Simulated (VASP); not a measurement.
# Be3ZnTe4 (P-43m) in VASP: notebook

The runs below take Be3ZnTe4 through single point, relaxation of cell and atoms, with PBE.

Everything below comes from runs of VASP 6.6.1. Logs are shortened: lines on timing, memory, paths and dates and some standing lists are left out, and cuts for length are marked.

### 1 The cell of the first run

Symmetry: P-43m, No. 215, cubic system. Conventional cell: a = 5.796 Å, b = 5.796 Å, c = 5.796 Å, α = 90.00°, β = 90.00°, γ = 90.00°. Within 3.3 Å of Be (site symmetry -42m) lie 4 Te at 2.48 Å. Zn (site symmetry -43m) has 4 Te at 2.62 Å within 3.5 Å. Te (site symmetry 3m) has 3 Be at 2.48 Å and 1 Zn at 2.62 Å within 3.3 Å.

### 2 Single point, PBE

The input, INCAR:

```
PREC     = Accurate       # precision mode
ENCUT    = 520            # plane-wave cutoff, eV
EDIFF    = 1E-6           # SCF threshold, eV
ISMEAR   = 0              # smearing method
SIGMA    = 0.1            # smearing width, eV
LREAL    = False          # projectors in reciprocal space
LASPH    = True           # aspherical terms in the spheres
NELM     = 100            # most SCF steps
ALGO     = Normal         # electronic algorithm
ISIF     = 2              # what is computed and relaxed
LWAVE    = False          # write WAVECAR
LCHARG   = False          # write CHGCAR
GGA      = PE             # functional
NBANDS   = 31             # bands
```

The input, KPOINTS:

```
regular mesh
0
Gamma
  4 4 4
```

The input, POSCAR:

```
Be3ZnTe4
1.0
    5.7955781000      0.0000000000      0.0000000000
    0.0000000000      5.7955781000      0.0000000000
    0.0000000000      0.0000000000      5.7955781000
Be Zn Te
3 1 4
Direct
    0.0000000000      0.5000000000      0.0000000000
    0.0000000000      0.0000000000      0.5000000000
    0.5000000000      0.0000000000      0.0000000000
    0.5000000000      0.5000000000      0.5000000000
    0.2393510000      0.7606490000      0.7606490000
    0.2393510000      0.2393510000      0.2393510000
    0.7606490000      0.7606490000      0.2393510000
    0.7606490000      0.2393510000      0.7606490000
```

Potentials or basis: VASP PAW PBE potentials, release 64 (Be, Zn, Te).

The run is started by

```
cat potpaw_PBE.64/Be/POTCAR potpaw_PBE.64/Zn/POTCAR potpaw_PBE.64/Te/POTCAR > POTCAR
mpirun -np 1 vasp_std > vasp.out
```

OUTCAR:

```text
PREC = Accurate
   ENCUT = 520
   EDIFF = 1E-6
   ISMEAR = 0
   LREAL = False
   LASPH = True
   NELM = 100
   ISIF = 2
   GGA = PE

 ion  position               nearest neighbor table
   1  0.000  0.500  0.000-   5 2.48   6 2.48   7 2.48   8 2.48
   2  0.000  0.000  0.500-   5 2.48   6 2.48   7 2.48   8 2.48
   3  0.500  0.000  0.000-   5 2.48   6 2.48   7 2.48   8 2.48
   4  0.500  0.500  0.500-   5 2.62   6 2.62   7 2.62   8 2.62
   5  0.239  0.761  0.761-   1 2.48   2 2.48   3 2.48   4 2.62
   6  0.239  0.239  0.239-   1 2.48   2 2.48   3 2.48   4 2.62
   7  0.761  0.761  0.239-   1 2.48   2 2.48   3 2.48   4 2.62
   8  0.761  0.239  0.761-   1 2.48   2 2.48   3 2.48   4 2.62

  LATTYP: Found a simple cubic cell.
 ALAT       =     5.7955781000

  Lattice vectors:

 A1 = (   5.7955781000,   0.0000000000,   0.0000000000)
 A2 = (   0.0000000000,   5.7955781000,   0.0000000000)
 A3 = (   0.0000000000,   0.0000000000,   5.7955781000)

Analysis of symmetry for initial positions (statically):
=====================================================================
 Subroutine PRICEL returns:
 Original cell was already a primitive cell.

 Routine SETGRP: Setting up the symmetry group for a
 simple cubic supercell.

 Subroutine GETGRP returns: Found 24 space group operations
 (whereof 24 operations were pure point group operations)
 out of a pool of 48 trial point group operations.

The static configuration has the point symmetry T_d .

Analysis of symmetry for dynamics (positions and initial velocities):
=====================================================================
 Subroutine PRICEL returns:
 Original cell was already a primitive cell.

 Routine SETGRP: Setting up the symmetry group for a
 simple cubic supercell.

 Subroutine GETGRP returns: Found 24 space group operations
 (whereof 24 operations were pure point group operations)
 out of a pool of 48 trial point group operations.

The dynamic configuration has the point symmetry T_d .

 Subroutine INISYM returns: Found 24 space group operations
 (whereof 24 operations are pure point group operations),
 and found     1 'primitive' translations

----------------------------------------------------------------------------------------

                                     Primitive cell

  volume of cell :     194.6661

  direct lattice vectors                    reciprocal lattice vectors
     5.795578100  0.000000000  0.000000000     0.172545341  0.000000000  0.000000000
     0.000000000  5.795578100  0.000000000     0.000000000  0.172545341  0.000000000
     0.000000000  0.000000000  5.795578100     0.000000000  0.000000000  0.172545341

  length of vectors
     5.795578100  5.795578100  5.795578100     0.172545341  0.172545341  0.172545341

  position of ions in fractional coordinates (direct lattice)
     0.000000000  0.500000000  0.000000000
     0.000000000  0.000000000  0.500000000
     0.500000000  0.000000000  0.000000000
     0.500000000  0.500000000  0.500000000
     0.239351000  0.760649000  0.760649000
     0.239351000  0.239351000  0.239351000
     0.760649000  0.760649000  0.239351000
     0.760649000  0.239351000  0.760649000

  ion indices of the primitive-cell ions
   primitive index   ion index
                 1           1
                 2           2
                 3           3
                 4           4
                 5           5
                 6           6
                 7           7
                 8           8

----------------------------------------------------------------------------------------

 KPOINTS: regular mesh

Automatic generation of k-mesh.
 Grid dimensions read from file:
 generate k-points for:    4    4    4

 Generating k-lattice:

  Cartesian coordinates                     Fractional coordinates (reciprocal lattice)
     0.043136335  0.000000000  0.000000000     0.250000000  0.000000000  0.000000000
     0.000000000  0.043136335  0.000000000     0.000000000  0.250000000  0.000000000
     0.000000000  0.000000000  0.043136335     0.000000000  0.000000000  0.250000000

  Length of vectors
     0.043136335  0.043136335  0.043136335

  Shift w.r.t. Gamma in fractional coordinates (k-lattice)
     0.000000000  0.000000000  0.000000000

 Subroutine IBZKPT returns following result:
 ===========================================

 Found     10 irreducible k-points:

 Following reciprocal coordinates:
            Coordinates               Weight
  0.000000  0.000000  0.000000      1.000000
  0.250000  0.000000  0.000000      6.000000
  0.500000  0.000000  0.000000      3.000000
  0.250000  0.250000  0.000000     12.000000
  0.500000  0.250000  0.000000     12.000000
  0.500000  0.500000  0.000000      3.000000
  0.250000  0.250000  0.250000      8.000000
  0.500000  0.250000  0.250000     12.000000
  0.500000  0.500000  0.250000      6.000000
  0.500000  0.500000  0.500000      1.000000
   k-points           NKPTS =     10   k-points in BZ     NKDIM =     10   number of bands    NBANDS=     31
   number of dos      NEDOS =    301   number of ions     NIONS =      8
   total plane-waves  NPLWV = 110592
   dimension x,y,z NGX =    48 NGY =   48 NGZ =   48
   dimension x,y,z NGXF=    96 NGYF=   96 NGZF=   96
   ions per type =               3   1   4
   NGX,Y,Z   is equivalent  to a cutoff of  13.77, 13.77, 13.77 a.u.
   NGXF,Y,Z  is equivalent  to a cutoff of  27.54, 27.54, 27.54 a.u.
 SYSTEM =  unknown system
   PREC   = accura    normal or accurate (medium, high low for compatibility)
   ISTART =      0    job   : 0-new  1-cont  2-samecut
   ICHARG =      2    charge: 1-file 2-atom 10-const
   ISPIN  =      1    spin polarized calculation?
   LNONCOLLINEAR =      F non collinear calculations
   LSORBIT =      F    spin-orbit coupling
   LASPH  =      T    aspherical Exc in radial PAW
   ENCUT  =  520.0 eV  38.22 Ry    6.18 a.u.  10.78 10.78 10.78*2*pi/ulx,y,z
   NELM   =    100;   NELMIN=  2; NELMDL= -5     # of ELM steps
   EDIFF  = 0.1E-05   stopping-criterion for ELM
   LREAL  =      F    real-space projection
   EDIFFG = 0.1E-04   stopping-criterion for IOM
   NSW    =      0    number of steps for IOM
   IBRION =     -1    ionic relax: 0-MD 1-quasi-New 2-CG
   NFREE  =      0    steps in history (QN), initial steepest desc. (CG)
   ISIF   =      2    stress and relaxation
   ISYM   =      2    0-nonsym 1-usesym 2-fastsym
   POTIM  = 0.5000    time-step for ionic-motion
   TEBEG  =    0.0;   TEEND  =   0.0 temperature during run
   PSTRESS=    0.0 pullay stress
   NELECT =      42.0000    total number of electrons
   NUPDOWN=      -1.0000    fix difference up-down
   EMIN   =  10.00;   EMAX   =-10.00  energy-range for DOS
   EFERMI =   0.00;   METHOD = LEGACY
   ISMEAR =     0;   SIGMA  =   0.10  broadening in eV -4-tet -1-fermi 0-gaus
   EFERMI_NEDOS =   21; number of points for ismear=-14 and -15
   IALGO  =     38    algorithm
   IMIX   =      4    mixing-type and parameters
     AMIX     =   0.40;   BMIX     =  1.00
     AMIX_MAG =   1.60;   BMIX_MAG =  1.00
  volume/ion in A,a.u.               =      24.33       164.21
  Fermi-wavevector in a.u.,A,eV,Ry     =   0.981886  1.855496 13.117384  0.964101
  Thomas-Fermi vector in A             =   2.112927
   LORBIT       =      0    0 simple, 1 ext, 2 COOP (PROOUT), +10 PAW based schemes
   GGA     = PE    functional components
   LHFCALC =     F    Hartree Fock is set to
   AEXX    =    0.0000 exact exchange contribution
   IVDW    =     0    specifies the selected vdW correction
   LEPSILON=     F    determine dielectric tensor
   LRPA    =     F    only Hartree local field effects (RPA)
 non-spin polarized calculation
 Gauss-broadening in eV      SIGMA  =   0.10
  energy-cutoff  :      520.00
  volume of cell :      194.67
 maximum number of plane-waves:      5257
 NGX is ok and might be reduce to    48
   NGX = 21   NGY = 21   NGZ = 21

 number of electron      41.9999993 magnetization

 Free energy of the ion-electron system (eV)
  ---------------------------------------------------
  ext. energy  EPLUGINS =         0.00000000
  ---------------------------------------------------
  free energy    TOTEN  =       -27.89613184 eV

  energy without entropy =      -27.89613184  energy(sigma->0) =      -27.89613184

 E-fermi :   4.8201     XC(G=0):  -8.9512

 val. band max:        4.3440703002   @ k =   0.0000   0.0000   0.0000
 cond. band min:       6.2148166839   @ k =   0.0000   0.0000   0.0000
 fundamental gap:      1.8707463837
 Fermi energy:         4.8201424917

 k-point     1 :       0.0000    0.0000    0.0000
  band No.  band energies     occupation
      1      -7.6931      2.00000
      2      -6.1076      2.00000
      3      -6.1076      2.00000
      4      -6.1076      2.00000
      5      -2.3497      2.00000
      6      -2.3497      2.00000
[... 23 lines left out ...]
     30       8.2083      0.00000
     31       8.2083      0.00000

 k-point     2 :       0.2500    0.0000    0.0000
  band No.  band energies     occupation
      1      -7.5186      2.00000
      2      -6.4177      2.00000
      3      -6.0975      2.00000
      4      -6.0975      2.00000
      5      -2.3947      2.00000
      6      -2.3391      2.00000
[... 23 lines left out ...]
     30       9.0741      0.00000
     31       9.0741      0.00000

 k-point     3 :       0.5000    0.0000    0.0000
  band No.  band energies     occupation
      1      -7.1099      2.00000
      2      -6.9497      2.00000
      3      -6.0873      2.00000
      4      -6.0873      2.00000
      5      -2.4269      2.00000
      6      -2.3287      2.00000
[... 227 lines left out ...]
     30       9.3618      0.00000
     31       9.4874      0.00000

 k-point    10 :       0.5000    0.5000    0.5000
  band No.  band energies     occupation
      1      -6.5793      2.00000
      2      -6.5157      2.00000
      3      -6.5157      2.00000
      4      -6.5157      2.00000
      5      -2.3251      2.00000
      6      -2.3251      2.00000
[... 23 lines left out ...]
     30       9.2030      0.00000
     31       9.2533      0.00000

------------------------ aborting loop because EDIFF is reached ----------------------------------------

  FORCE on cell =-STRESS in cart. coord.  units (eV):
  Direction    XX          YY          ZZ          XY          YZ          ZX
  --------------------------------------------------------------------------------------
  -------------------------------------------------------------------------------------
  Total        0.1517653      0.1517653      0.1517653      0.0000000      0.0000000      0.0000000
  in kB        1.2490869      1.2490869      1.2490869      0.0000000      0.0000000      0.0000000
  external PRESSURE =       1.2490869 kB  Pullay stress =       0.0000000 kB

 VOLUME and BASIS-vectors are now :
 -----------------------------------------------------------------------------
  energy-cutoff  :      520.00
  volume of cell :      194.67
      direct lattice vectors                 reciprocal lattice vectors
     5.795578100  0.000000000  0.000000000     0.172545341  0.000000000  0.000000000
     0.000000000  5.795578100  0.000000000     0.000000000  0.172545341  0.000000000
     0.000000000  0.000000000  5.795578100     0.000000000  0.000000000  0.172545341

 POSITION                                       TOTAL-FORCE (eV/Angst)
 -----------------------------------------------------------------------------------
      0.00000      2.89779      0.00000        -0.000000      0.000000      0.000000
      0.00000      0.00000      2.89779         0.000000     -0.000000      0.000000
      2.89779      0.00000      0.00000         0.000000      0.000000     -0.000000
      2.89779      2.89779      2.89779         0.000000     -0.000000     -0.000000
      1.38718      4.40840      4.40840        -0.002650      0.002650      0.002650
      1.38718      1.38718      1.38718        -0.002650     -0.002650     -0.002650
      4.40840      4.40840      1.38718         0.002650      0.002650     -0.002650
      4.40840      1.38718      4.40840         0.002650     -0.002650      0.002650
 -----------------------------------------------------------------------------------
    total drift:                                0.000000      0.000000     -0.000000

  FREE ENERGIE OF THE ION-ELECTRON SYSTEM (eV)
  ---------------------------------------------------
  free  energy   TOTEN  =       -27.8961318376 eV

  energy  without entropy=      -27.8961318376  energy(sigma->0) =      -27.89613184
```

It took 34 s on 1 thread of Intel Xeon 6975P-C (Granite Rapids), shared host; peak memory 0.34 GiB.

Results:

| Quantity | Value |
| --- | --- |
| Free energy | -27.8961 eV |
| Pressure | 0.1 GPa |
| Largest force | 0.005 eV/Å |
| Band gap on the k mesh | 1.87 eV |

Forces in eV/Å, atoms in the order of the input:
```
Be   0.000  0.000  0.000
Be   0.000  0.000  0.000
Be   0.000  0.000  0.000
Zn   0.000  0.000  0.000
Te  -0.003  0.003  0.003
Te  -0.003 -0.003 -0.003
Te   0.003  0.003 -0.003
Te   0.003 -0.003  0.003
```

Levels at points of the mesh, in eV from the valence-band top:
| k point | band 19 | band 20 | band 21 | band 22 | band 23 | band 24 |
| --- | --- | --- | --- | --- | --- | --- |
| (0.00, 0.00, 0.00) | 0.00 | 0.00 | 0.00 | 1.87 | 2.11 | 2.11 |
| (0.50, 0.00, 0.00) | -1.74 | -1.26 | -1.26 | 2.46 | 2.87 | 3.92 |
| (0.50, 0.50, 0.00) | -1.11 | -0.89 | -0.89 | 3.41 | 3.47 | 3.47 |
| (0.50, 0.50, 0.50) | -0.71 | -0.71 | -0.71 | 2.09 | 2.75 | 2.75 |

Caveat: spin-orbit coupling is left out, which moves the levels of the heavy elements.

(Part 1 of 2 ends here.)
